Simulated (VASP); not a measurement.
# W (Fm-3m) in VASP: a series of runs

Runs on W. Level: PBEsol. Tasks: single point.

All numbers are computed with VASP 6.6.1; they aren't measurements. Logs are shortened: lines on timing, memory, paths and dates and some standing lists are left out, and cuts for length are marked.

### 1 The cell of the first run

It takes space group Fm-3m (No. 225, cubic). Conventional cell: a = 3.991 Å, b = 3.991 Å, c = 3.991 Å, α = 90.00°, β = 90.00°, γ = 90.00°. W (site symmetry m-3m) has 12 W at 2.82 Å within 3.7 Å.

### 2 Single point, PBEsol

Contents of INCAR:

```
SYSTEM = W
ALGO     = Normal         ! electronic algorithm
EDIFF    = 1E-6           ! SCF threshold, eV
ENCUT    = 520            ! plane-wave cutoff, eV
GGA      = PS             ! functional
ISIF     = 2              ! what is computed and relaxed
ISMEAR   = -1             ! smearing method
LASPH    = .TRUE.         ! aspherical terms in the spheres
LCHARG   = .FALSE.        ! write CHGCAR
LREAL    = .FALSE.        ! projectors in reciprocal space
LWAVE    = .FALSE.        ! write WAVECAR
NBANDS   = 13             ! bands
NELM     = 60             ! most SCF steps
PREC     = Accurate       ! precision mode
SIGMA    = 0.1            ! smearing width, eV
```

Contents of KPOINTS:

```
k-points
0
G
  12 12 12
  0 0 0
```

Contents of POSCAR:

```
W
1.0
    0.0000000000      1.9955865722      1.9955865722
    1.9955865722      0.0000000000      1.9955865722
    1.9955865722      1.9955865722      0.0000000000
W
1
Direct
    0.0000000000      0.0000000000      0.0000000000
```

Potentials or basis: VASP PAW PBE potentials, release 64 (W_sv).

Command:

```bash
$ cat potpaw_PBE.64/W_sv/POTCAR > POTCAR
$ mpirun -np 1 vasp_std > vasp.out
```

OUTCAR:

```text
SYSTEM = W
   EDIFF = 1E-6
   ENCUT = 520
   GGA = PS
   ISIF = 2
   ISMEAR = -1
   LASPH = .TRUE.
   LREAL = .FALSE.
   NELM = 60
   PREC = Accurate

 ion  position               nearest neighbor table
   1  0.000  0.000  0.000-

  LATTYP: Found a face centered cubic cell.
 ALAT       =     3.9911731444

  Lattice vectors:

 A1 = (   0.0000000000,   1.9955865722,   1.9955865722)
 A2 = (   1.9955865722,   0.0000000000,   1.9955865722)
 A3 = (   1.9955865722,   1.9955865722,   0.0000000000)

Analysis of symmetry for initial positions (statically):
=====================================================================
 Subroutine PRICEL returns:
 Original cell was already a primitive cell.

 Routine SETGRP: Setting up the symmetry group for a
 face centered cubic supercell.

 Subroutine GETGRP returns: Found 48 space group operations
 (whereof 48 operations were pure point group operations)
 out of a pool of 48 trial point group operations.

The static configuration has the point symmetry O_h .

Analysis of symmetry for dynamics (positions and initial velocities):
=====================================================================
 Subroutine PRICEL returns:
 Original cell was already a primitive cell.

 Routine SETGRP: Setting up the symmetry group for a
 face centered cubic supercell.

 Subroutine GETGRP returns: Found 48 space group operations
 (whereof 48 operations were pure point group operations)
 out of a pool of 48 trial point group operations.

The dynamic configuration has the point symmetry O_h .

 Subroutine INISYM returns: Found 48 space group operations
 (whereof 48 operations are pure point group operations),
 and found     1 'primitive' translations

----------------------------------------------------------------------------------------

                                     Primitive cell

  volume of cell :      15.8943

  direct lattice vectors                    reciprocal lattice vectors
     0.000000000  1.995586572  1.995586572    -0.250552899  0.250552899  0.250552899
     1.995586572  0.000000000  1.995586572     0.250552899 -0.250552899  0.250552899
     1.995586572  1.995586572  0.000000000     0.250552899  0.250552899 -0.250552899

  length of vectors
     2.822185595  2.822185595  2.822185595     0.433970350  0.433970350  0.433970350

  position of ions in fractional coordinates (direct lattice)
     0.000000000  0.000000000  0.000000000

  ion indices of the primitive-cell ions
   primitive index   ion index
                 1           1

----------------------------------------------------------------------------------------

 KPOINTS: k-points

Automatic generation of k-mesh.
 Grid dimensions read from file:
 generate k-points for:   12   12   12

 Generating k-lattice:

  Cartesian coordinates                     Fractional coordinates (reciprocal lattice)
    -0.020879408  0.020879408  0.020879408     0.083333333  0.000000000  0.000000000
     0.020879408 -0.020879408  0.020879408     0.000000000  0.083333333  0.000000000
     0.020879408  0.020879408 -0.020879408     0.000000000  0.000000000  0.083333333

  Length of vectors
     0.036164196  0.036164196  0.036164196

  Shift w.r.t. Gamma in fractional coordinates (k-lattice)
     0.000000000  0.000000000  0.000000000

 Subroutine IBZKPT returns following result:
 ===========================================

 Found     72 irreducible k-points:

 Following reciprocal coordinates:
            Coordinates               Weight
  0.000000  0.000000  0.000000      1.000000
  0.083333  0.000000  0.000000      8.000000
  0.166667  0.000000  0.000000      8.000000
  0.250000  0.000000  0.000000      8.000000
  0.333333  0.000000  0.000000      8.000000
  0.416667  0.000000  0.000000      8.000000
[... 16 lines left out ...]
  0.500000  0.166667  0.000000     24.000000
 -0.416667  0.166667  0.000000     24.000000
 [... further k-points ...]
   k-points           NKPTS =     72   k-points in BZ     NKDIM =     72   number of bands    NBANDS=     13
   number of dos      NEDOS =    301   number of ions     NIONS =      1
   total plane-waves  NPLWV =  13824
   dimension x,y,z NGX =    24 NGY =   24 NGZ =   24
   dimension x,y,z NGXF=    48 NGYF=   48 NGZF=   48
   ions per type =               1
   NGX,Y,Z   is equivalent  to a cutoff of  14.14, 14.14, 14.14 a.u.
   NGXF,Y,Z  is equivalent  to a cutoff of  28.28, 28.28, 28.28 a.u.
 SYSTEM =  W
   PREC   = accura    normal or accurate (medium, high low for compatibility)
   ISTART =      0    job   : 0-new  1-cont  2-samecut
   ICHARG =      2    charge: 1-file 2-atom 10-const
   ISPIN  =      1    spin polarized calculation?
   LNONCOLLINEAR =      F non collinear calculations
   LSORBIT =      F    spin-orbit coupling
   LASPH  =      T    aspherical Exc in radial PAW
   ENCUT  =  520.0 eV  38.22 Ry    6.18 a.u.   5.25  5.25  5.25*2*pi/ulx,y,z
   NELM   =     60;   NELMIN=  2; NELMDL= -5     # of ELM steps
   EDIFF  = 0.1E-05   stopping-criterion for ELM
   LREAL  =      F    real-space projection
   EDIFFG = 0.1E-04   stopping-criterion for IOM
   NSW    =      0    number of steps for IOM
   IBRION =     -1    ionic relax: 0-MD 1-quasi-New 2-CG
   NFREE  =      0    steps in history (QN), initial steepest desc. (CG)
   ISIF   =      2    stress and relaxation
   ISYM   =      2    0-nonsym 1-usesym 2-fastsym
   POTIM  = 0.5000    time-step for ionic-motion
   TEBEG  =    0.0;   TEEND  =   0.0 temperature during run
   PSTRESS=    0.0 pullay stress
   NELECT =      14.0000    total number of electrons
   NUPDOWN=      -1.0000    fix difference up-down
   EMIN   =  10.00;   EMAX   =-10.00  energy-range for DOS
   EFERMI =   0.00;   METHOD = LEGACY
   ISMEAR =    -1;   SIGMA  =   0.10  broadening in eV -4-tet -1-fermi 0-gaus
   EFERMI_NEDOS =   21; number of points for ismear=-14 and -15
   IALGO  =     38    algorithm
   IMIX   =      4    mixing-type and parameters
     AMIX     =   0.40;   BMIX     =  1.00
     AMIX_MAG =   1.60;   BMIX_MAG =  1.00
  volume/ion in A,a.u.               =      15.89       107.26
  Fermi-wavevector in a.u.,A,eV,Ry     =   1.569291  2.965531 33.506736  2.462676
  Thomas-Fermi vector in A             =   2.671196
   LORBIT       =      0    0 simple, 1 ext, 2 COOP (PROOUT), +10 PAW based schemes
   GGA     = PS    functional components
   LHFCALC =     F    Hartree Fock is set to
   AEXX    =    0.0000 exact exchange contribution
   IVDW    =     0    specifies the selected vdW correction
   LEPSILON=     F    determine dielectric tensor
   LRPA    =     F    only Hartree local field effects (RPA)
 non-spin polarized calculation
  energy-cutoff  :      520.00
  volume of cell :       15.89
 maximum number of plane-waves:       444
 NGX is ok and might be reduce to    24
   NGX = 11   NGY = 11   NGZ = 11

 number of electron      14.0000000 magnetization

 Free energy of the ion-electron system (eV)
  ---------------------------------------------------
  ext. energy  EPLUGINS =         0.00000000
  ---------------------------------------------------
  free energy    TOTEN  =       -13.33120494 eV

  energy without entropy =      -13.29209224  energy(sigma->0) =      -13.31164859

 E-fermi :  10.7864     XC(G=0): -13.7342

 val. band max:       10.7779768739   @ k =   0.5000   0.1667   0.0833
 cond. band min:      10.8205685778   @ k =   0.4167   0.0000   0.0000
 fundamental gap:      0.0425917039
 Fermi energy:        10.7864110513

 k-point     1 :       0.0000    0.0000    0.0000
  band No.  band energies     occupation
      1     -62.7951      2.00000
      2     -26.3794      2.00000
      3     -26.3794      2.00000
      4     -26.3794      2.00000
      5       1.5881      2.00000
      6      10.1637      1.99606
      7      10.1637      1.99606
      8      10.1637      1.99606
      9      13.4285      0.00000
     10      13.4285      0.00000
     11      23.6258      0.00000
     12      28.9677      0.00000
     13      28.9677      0.00000

 k-point     2 :       0.0833    0.0000    0.0000
  band No.  band energies     occupation
      1     -62.7870      2.00000
      2     -26.4719      2.00000
      3     -26.3911      2.00000
      4     -26.3911      2.00000
      5       1.9035      2.00000
      6       9.9243      1.99964
      7      10.3083      1.98336
      8      10.3083      1.98336
      9      13.2961      0.00000
     10      13.2961      0.00000
     11      24.2521      0.00000
     12      27.7679      0.00000
     13      29.5622      0.00000

 k-point     3 :       0.1667    0.0000    0.0000
  band No.  band energies     occupation
      1     -62.7645      2.00000
      2     -26.7192      2.00000
      3     -26.4228      2.00000
      4     -26.4228      2.00000
      5       2.7644      2.00000
      6       9.4230      2.00000
      7      10.5957      1.74140
      8      10.5957      1.74140
      9      13.1362      0.00000
     10      13.1362      0.00000
     11      25.2189      0.00000
     12      26.5933      0.00000
     13      31.2197      0.00000

 k-point     4 :       0.2500    0.0000    0.0000
  band No.  band energies     occupation
      1     -62.7337      2.00000
      2     -27.0454      2.00000
      3     -26.4658      2.00000
      4     -26.4658      2.00000
      5       3.8717      2.00000
      6       9.1473      2.00000
      7      10.6141      1.69702
      8      10.6141      1.69702
      9      13.5133      0.00000
     10      13.5133      0.00000
     11      23.9254      0.00000
     12      27.9491      0.00000
     13      33.6601      0.00000

 k-point     5 :       0.3333    0.0000    0.0000
  band No.  band energies     occupation
      1     -62.7027      2.00000
      2     -27.3596      2.00000
      3     -26.5084      2.00000
      4     -26.5084      2.00000
      5       4.6819      2.00000
      6       9.6397      1.99998
      7      10.3169      1.98189
      8      10.3169      1.98189
      9      14.5028      0.00000
     10      14.5028      0.00000
     11      22.7116      0.00000
     12      26.8050      0.00000
     13      33.1513      0.00000
[... 257 lines left out ...]
 k-point    22 :       0.4167    0.1667    0.0000
  band No.  band energies     occupation
      1     -62.6775      2.00000
      2     -27.4028      2.00000
      3     -26.6784      2.00000
      4     -26.6252      2.00000
      5       5.7163      2.00000
      6       8.5068      2.00000
      7       9.5354      1.99999
      8      11.2767      0.01474
      9      15.4074      0.00000
     10      15.9270      0.00000
     11      23.1605      0.00000
     12      26.5585      0.00000
     13      29.4539      0.00000

 k-point    23 :       0.5000    0.1667    0.0000
  band No.  band energies     occupation
      1     -62.6616      2.00000
      2     -27.5350      2.00000
      3     -26.7471      2.00000
      4     -26.6251      2.00000
      5       5.9262      2.00000
      6       8.6334      2.00000
      7      10.1079      1.99774
      8      10.9778      0.25716
      9      16.1496      0.00000
     10      17.2181      0.00000
     11      21.0783      0.00000
     12      25.6891      0.00000
     13      29.1316      0.00000

 k-point    24 :      -0.4167    0.1667    0.0000
  band No.  band energies     occupation
      1     -62.6595      2.00000
      2     -27.5461      2.00000
      3     -26.7899      2.00000
      4     -26.5983      2.00000
      5       6.0187      2.00000
      6       8.7041      2.00000
      7      10.3528      1.97417
      8      10.8370      0.75223
      9      15.4020      0.00000
     10      17.8789      0.00000
     11      21.0254      0.00000
     12      25.6890      0.00000
     13      28.8474      0.00000

 [... further k-points ...]

------------------------ aborting loop because EDIFF is reached ----------------------------------------

  FORCE on cell =-STRESS in cart. coord.  units (eV):
  Direction    XX          YY          ZZ          XY          YZ          ZX
  --------------------------------------------------------------------------------------
  -------------------------------------------------------------------------------------
  Total        0.1932069      0.1932069      0.1932069      0.0000000     -0.0000000      0.0000000
  in kB       19.4756255     19.4756255     19.4756255      0.0000000     -0.0000000      0.0000000
  external PRESSURE =      19.4756255 kB  Pullay stress =       0.0000000 kB

 VOLUME and BASIS-vectors are now :
 -----------------------------------------------------------------------------
  energy-cutoff  :      520.00
  volume of cell :       15.89
      direct lattice vectors                 reciprocal lattice vectors
     0.000000000  1.995586572  1.995586572    -0.250552899  0.250552899  0.250552899
     1.995586572  0.000000000  1.995586572     0.250552899 -0.250552899  0.250552899
     1.995586572  1.995586572  0.000000000     0.250552899  0.250552899 -0.250552899

 POSITION                                       TOTAL-FORCE (eV/Angst)
 -----------------------------------------------------------------------------------
      0.00000      0.00000      0.00000         0.000000      0.000000      0.000000
 -----------------------------------------------------------------------------------
    total drift:                                0.000000      0.000000     -0.000000

  FREE ENERGIE OF THE ION-ELECTRON SYSTEM (eV)
  ---------------------------------------------------
  free  energy   TOTEN  =       -13.3312049432 eV

  energy  without entropy=      -13.2920922437  energy(sigma->0) =      -13.31164859
```

It took 7 s on 1 thread of Intel Xeon 6975P-C, shared host; peak memory 0.14 GiB.

Results:

* Free energy: -13.3312 eV
* Pressure: 1.9 GPa
* Band gap on the k mesh: zero (band 7 reaches 14.01 eV, above the bottom of band 8 at 10.16 eV)

Caveat: the PAW data sets were made with another functional, which shifts forces and pressure a little; spin-orbit coupling is left out, which moves the levels of the heavy elements.

### 3 Single point, PBEsol

This run uses another cell than the first one, of 16.40 Å³/atom, 1.032 times its volume.

Contents of INCAR:

```
SYSTEM = W
PREC = Accurate
ENCUT = 520
EDIFF = 1E-7
ISMEAR = -1
SIGMA = 0.1
LREAL = .False.
LASPH = .True.
NELM = 60
ALGO = Normal
ISIF = 2
LWAVE = .False.
LCHARG = .False.
GGA = PS
NBANDS = 13
```

Contents of KPOINTS:

```
regular mesh
0
Gamma
  12 12 12
  0 0 0
```

Contents of POSCAR:

```
W
1.0
    0.0000000000      2.0163754284      2.0163754284
    2.0163754284      0.0000000000      2.0163754284
    2.0163754284      2.0163754284      0.0000000000
W
1
Direct
    0.0000000000      0.0000000000      0.0000000000
```

Potentials or basis: VASP PAW PBE potentials, release 64 (W_sv).

Command:

```bash
$ cat potpaw_PBE.64/W_sv/POTCAR > POTCAR
$ mpirun -np 1 vasp_std > vasp.out
```

It took 7.4 s on 1 thread of Intel Xeon 6975P-C, shared host; peak memory 0.15 GiB.

Results (log left out):

```yaml
Free_energy: -13.3230 eV
Pressure: -7.1 GPa
Band_gap_on_the_k_mesh: zero (band 7 reaches 13.40 eV, above the bottom of band 8 at 9.77 eV)
```

Levels at points of the mesh, in eV from the Fermi level:
| k point | band 4 | band 5 | band 6 | band 7 | band 8 | band 9 | band 10 | band 11 |
| --- | --- | --- | --- | --- | --- | --- | --- | --- |
| (0.00, 0.00, 0.00) | -37.27 | -9.04 | -0.59 | -0.59 | -0.59 | 2.53 | 2.53 | 12.80 |
| (0.50, 0.00, 0.00) | -37.43 | -5.64 | -0.82 | -0.82 | 0.62 | 5.03 | 5.03 | 10.26 |
| (0.50, 0.50, 0.00) | -37.69 | -5.53 | -4.55 | 3.04 | 4.99 | 5.77 | 5.77 | 11.71 |

Caveat: the PAW data sets were made with another functional, which shifts forces and pressure a little; spin-orbit coupling is left out, which moves the levels of the heavy elements.
